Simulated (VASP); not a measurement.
Crystal: MgC2.

```xyz
6
Lattice="3.9508 0.0000 0.0000 0.0000 3.9508 0.0000 0.0000 0.0000 4.9871" Properties=species:S:1:pos:R:3 pbc="T T T"
Mg    1.9754    1.9754    0.0000
Mg    0.0000    0.0000    2.4935
C     3.5069    3.5069    0.0000
C     2.4192    1.5315    2.4935
C     0.4439    0.4439    0.0000
C     1.5315    2.4192    2.4935
```

- Program: VASP 6.6.1
- Task: relaxation of volume and atoms at fixed shape
- Functional: LDA
- Potentials or basis: VASP PAW LDA potentials, release 64 (Mg, C)
- Cutoff: 600 eV
- k mesh: 5 × 5 × 4
- Occupations: methfessel-paxton, width 0.05 eV
- Spin: no spin polarisation

At the start: pressure -6.0 GPa; volume 12.97 Å³/atom.

**Question.** How do energy, volume and symmetry change on relaxing?

**Answer.** Over 8 steps the energy falls by 15.5 meV/atom and the volume is 12.15 Å³/atom (-6.4 %); space group P4_2/mnm (No. 136, to 0.1 Å) before and after.

The path:
```tsv
step	energy change (eV)	largest force (eV/Å)	pressure (GPa)	volume (Å³)
1	0.0000	0.3785	-6.00	77.84
2	0.1837	5.4032	7.92	72.49
3	-0.0363	1.0707	-2.46	76.22
4	-0.0921	0.0973	-0.49	73.28
5	-0.0931	0.0552	-0.12	72.84
6	-0.0931	0.0321	-0.18	72.90
7	-0.0930	0.0922	0.06	72.85
8	-0.0931	0.0111	-0.09	72.88
```

Final structure:
```
Mg C
1.0
     3.86506    0.00000    0.00000
     0.00000    3.86506    0.00000
     0.00000    0.00000    4.87888
Mg C
2 4
Direct
  0.50000 0.50000 0.00000
  0.00000 0.00000 0.50000
  0.88615 0.88615 0.00000
  0.61385 0.38615 0.50000
  0.11385 0.11385 0.00000
  0.38615 0.61385 0.50000
```
